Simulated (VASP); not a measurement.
# Pt (Fm-3m) in VASP: notebook

Runs on Pt. Level: r2SCAN. Tasks: single point.

Program: VASP 6.6.1. These are calculated values, not measurements. Logs are shortened: lines on timing, memory, paths and dates and some standing lists are left out, and cuts for length are marked.

## 1. The cell of the first run

It takes space group Fm-3m (No. 225, cubic). The conventional cell has a = 3.941 Å, b = 3.941 Å, c = 3.941 Å, α = 90.00°, β = 90.00°, γ = 90.00°. Within 3.7 Å of Pt (site symmetry m-3m) lie 12 Pt at 2.79 Å.

## 2. Single point, r2SCAN

POSCAR reads:

```
Pt
1.0
    0.0000000000      1.9705765473      1.9705765473
    1.9705765473      0.0000000000      1.9705765473
    1.9705765473      1.9705765473      0.0000000000
Pt
1
Direct
    0.0000000000      0.0000000000      0.0000000000
```

INCAR.step1 reads:

```
PREC     = Accurate       # precision mode
ENCUT    = 520            # plane-wave cutoff, eV
ISMEAR   = 0              # smearing method
SIGMA    = 1.0            # smearing width, eV
LREAL    = False          # projectors in reciprocal space
LASPH    = True           # aspherical terms in the spheres
NELM     = 80             # most SCF steps
NBANDS   = 11             # bands
GGA      = PE             # functional
ALGO     = Normal         # electronic algorithm
EDIFF    = 1E-4           # SCF threshold, eV
LWAVE    = True           # write WAVECAR
LCHARG   = False          # write CHGCAR
```

INCAR.step2 reads:

```
PREC     = Accurate       # precision mode
ENCUT    = 520            # plane-wave cutoff, eV
EDIFF    = 1E-6           # SCF threshold, eV
ISMEAR   = 0              # smearing method
SIGMA    = 1.0            # smearing width, eV
LREAL    = False          # projectors in reciprocal space
LASPH    = True           # aspherical terms in the spheres
NELM     = 80             # most SCF steps
ALGO     = Normal         # electronic algorithm
ISIF     = 2              # what is computed and relaxed
LWAVE    = False          # write WAVECAR
LCHARG   = True           # write CHGCAR
METAGGA  = R2SCAN         # meta-GGA
LMIXTAU  = True         
LELF     = True           # ELF
LVHAR    = True         
NBANDS   = 11             # bands
ISTART   = 1
```

KPOINTS reads:

```
Automatic mesh
0
Gamma
  14 14 14
```

Potentials or basis: VASP PAW PBE potentials, release 64 (Pt).

Started as:

```console
$ cat potpaw_PBE.64/Pt/POTCAR > POTCAR
$ cp INCAR.step1 INCAR
$ mpirun -np 1 vasp_std > vasp.out
$ cp INCAR.step2 INCAR
$ mpirun -np 1 vasp_std > vasp.out
```

OUTCAR:

```text
PREC = Accurate
   ENCUT = 520
   EDIFF = 1E-6
   ISMEAR = 0
   LREAL = False
   LASPH = True
   NELM = 80
   ISIF = 2
   METAGGA = R2SCAN
   ISTART = 1

 ion  position               nearest neighbor table
   1  0.000  0.000  0.000-

  LATTYP: Found a face centered cubic cell.
 ALAT       =     3.9411530946

  Lattice vectors:

 A1 = (   0.0000000000,   1.9705765473,   1.9705765473)
 A2 = (   1.9705765473,   0.0000000000,   1.9705765473)
 A3 = (   1.9705765473,   1.9705765473,   0.0000000000)

Analysis of symmetry for initial positions (statically):
=====================================================================
 Subroutine PRICEL returns:
 Original cell was already a primitive cell.

 Routine SETGRP: Setting up the symmetry group for a
 face centered cubic supercell.

 Subroutine GETGRP returns: Found 48 space group operations
 (whereof 48 operations were pure point group operations)
 out of a pool of 48 trial point group operations.

The static configuration has the point symmetry O_h .

Analysis of symmetry for dynamics (positions and initial velocities):
=====================================================================
 Subroutine PRICEL returns:
 Original cell was already a primitive cell.

 Routine SETGRP: Setting up the symmetry group for a
 face centered cubic supercell.

 Subroutine GETGRP returns: Found 48 space group operations
 (whereof 48 operations were pure point group operations)
 out of a pool of 48 trial point group operations.

The dynamic configuration has the point symmetry O_h .

 Subroutine INISYM returns: Found 48 space group operations
 (whereof 48 operations are pure point group operations),
 and found     1 'primitive' translations

----------------------------------------------------------------------------------------

                                     Primitive cell

  volume of cell :      15.3042

  direct lattice vectors                    reciprocal lattice vectors
     0.000000000  1.970576547  1.970576547    -0.253732848  0.253732848  0.253732848
     1.970576547  0.000000000  1.970576547     0.253732848 -0.253732848  0.253732848
     1.970576547  1.970576547  0.000000000     0.253732848  0.253732848 -0.253732848

  length of vectors
     2.786816079  2.786816079  2.786816079     0.439478185  0.439478185  0.439478185

  position of ions in fractional coordinates (direct lattice)
     0.000000000  0.000000000  0.000000000

  ion indices of the primitive-cell ions
   primitive index   ion index
                 1           1

----------------------------------------------------------------------------------------

[... 75 lines left out ...]
   ISIF   =      2    stress and relaxation
   ISYM   =      2    0-nonsym 1-usesym 2-fastsym
   POTIM  = 0.5000    time-step for ionic-motion
   TEBEG  =    0.0;   TEEND  =   0.0 temperature during run
   PSTRESS=    0.0 pullay stress
   NELECT =      10.0000    total number of electrons
   NUPDOWN=      -1.0000    fix difference up-down
   EMIN   =  10.00;   EMAX   =-10.00  energy-range for DOS
   EFERMI =   0.00;   METHOD = LEGACY
   ISMEAR =     0;   SIGMA  =   1.00  broadening in eV -4-tet -1-fermi 0-gaus
   EFERMI_NEDOS =   21; number of points for ismear=-14 and -15
   IALGO  =     38    algorithm
   IMIX   =      4    mixing-type and parameters
     AMIX     =   0.40;   BMIX     =  1.00
     AMIX_MAG =   1.60;   BMIX_MAG =  1.00
  volume/ion in A,a.u.               =      15.30       103.28
  Fermi-wavevector in a.u.,A,eV,Ry     =   1.420599  2.684543 27.457940  2.018102
  Thomas-Fermi vector in A             =   2.541497
   LORBIT       =      0    0 simple, 1 ext, 2 COOP (PROOUT), +10 PAW based schemes
   METAGGA = R2SCAN    functional components
   LHFCALC =     F    Hartree Fock is set to
   AEXX    =    0.0000 exact exchange contribution
   IVDW    =     0    specifies the selected vdW correction
   LEPSILON=     F    determine dielectric tensor
   LRPA    =     F    only Hartree local field effects (RPA)
 non-spin polarized calculation
 Gauss-broadening in eV      SIGMA  =   1.00
  energy-cutoff  :      520.00
  volume of cell :       15.30
 maximum number of plane-waves:       428
 NGX is ok and might be reduce to    24
   NGX = 11   NGY = 11   NGZ = 11

 number of electron      10.0000001 magnetization

 Free energy of the ion-electron system (eV)
  ---------------------------------------------------
  ext. energy  EPLUGINS =         0.00000000
  ---------------------------------------------------
  free energy    TOTEN  =       -51.81066372 eV

  energy without entropy =      -51.30589875  energy(sigma->0) =      -51.55828124

 E-fermi :  10.8905     XC(G=0): -14.5349

 val. band max:       10.8900521106   @ k =   0.5000   0.4286   0.0714
 cond. band min:      10.8915255158   @ k =   0.4286   0.4286   0.0000
 fundamental gap:      0.0014734053
 Fermi energy:        10.8904721148

 k-point     1 :       0.0000    0.0000    0.0000
  band No.  band energies     occupation
      1       0.4085      2.00000
      2       6.9139      2.00000
      3       6.9139      2.00000
      4       6.9139      2.00000
      5       9.0312      1.99145
      6       9.0312      1.99145
      7      26.2602      0.00000
      8      31.3384      0.00000
      9      31.3384      0.00000
     10      31.3384      0.00000
     11      37.1443      0.00000
[... 309 lines left out ...]
 k-point    24 :       0.2857    0.1429    0.0000
  band No.  band energies     occupation
      1       3.0071      2.00000
      2       5.8383      2.00000
      3       7.2412      2.00000
      4       7.8433      1.99998
      5       8.9861      1.99292
      6       9.8261      1.86773
      7      25.6569      0.00000
      8      28.9473      0.00000
      9      30.3997      0.00000
     10      31.9365      0.00000
     11      35.9398      0.00000

 [... further k-points ...]
[... 5 lines left out ...]
  --------------------------------------------------------------------------------------
  -------------------------------------------------------------------------------------
  Total        0.3463211      0.3463211      0.3463211      0.0000000     -0.0000000      0.0000000
  in kB       36.2559743     36.2559743     36.2559743      0.0000000     -0.0000000      0.0000000
  external PRESSURE =      36.2559743 kB  Pullay stress =       0.0000000 kB

 VOLUME and BASIS-vectors are now :
 -----------------------------------------------------------------------------
  energy-cutoff  :      520.00
  volume of cell :       15.30
      direct lattice vectors                 reciprocal lattice vectors
     0.000000000  1.970576547  1.970576547    -0.253732848  0.253732848  0.253732848
     1.970576547  0.000000000  1.970576547     0.253732848 -0.253732848  0.253732848
     1.970576547  1.970576547  0.000000000     0.253732848  0.253732848 -0.253732848

 POSITION                                       TOTAL-FORCE (eV/Angst)
 -----------------------------------------------------------------------------------
      0.00000      0.00000      0.00000         0.000000      0.000000     -0.000000
 -----------------------------------------------------------------------------------
    total drift:                               -0.000000      0.000000      0.000000

  FREE ENERGIE OF THE ION-ELECTRON SYSTEM (eV)
  ---------------------------------------------------
  free  energy   TOTEN  =       -51.8106637228 eV

  energy  without entropy=      -51.3058987477  energy(sigma->0) =      -51.55828124
```

OUTCAR.step1:

```text
PREC = Accurate
   ENCUT = 520
   ISMEAR = 0
   LREAL = False
   LASPH = True
   NELM = 80
[... 551 lines left out ...]

 POSITION                                       TOTAL-FORCE (eV/Angst)
 -----------------------------------------------------------------------------------
      0.00000      0.00000      0.00000         0.000000      0.000000      0.000000
 -----------------------------------------------------------------------------------
    total drift:                               -0.000000     -0.000000     -0.000000

  FREE ENERGIE OF THE ION-ELECTRON SYSTEM (eV)
  ---------------------------------------------------
  free  energy   TOTEN  =        -6.4142902696 eV

  energy  without entropy=       -5.8927249188  energy(sigma->0) =       -6.15350759
```

It took 2 min on 1 thread of AMD EPYC 9R45, shared host; peak memory 0.13 GiB.

Results:

- Free energy: -51.8107 eV
- Pressure: 3.6 GPa
- Band gap on the k mesh: zero (band 5 reaches 11.25 eV, above the bottom of band 6 at 8.93 eV)

Caveat: the PAW data sets were made with another functional, which shifts forces and pressure a little; spin-orbit coupling is left out, which moves the levels of the heavy elements.

[end of part 1 of 2]
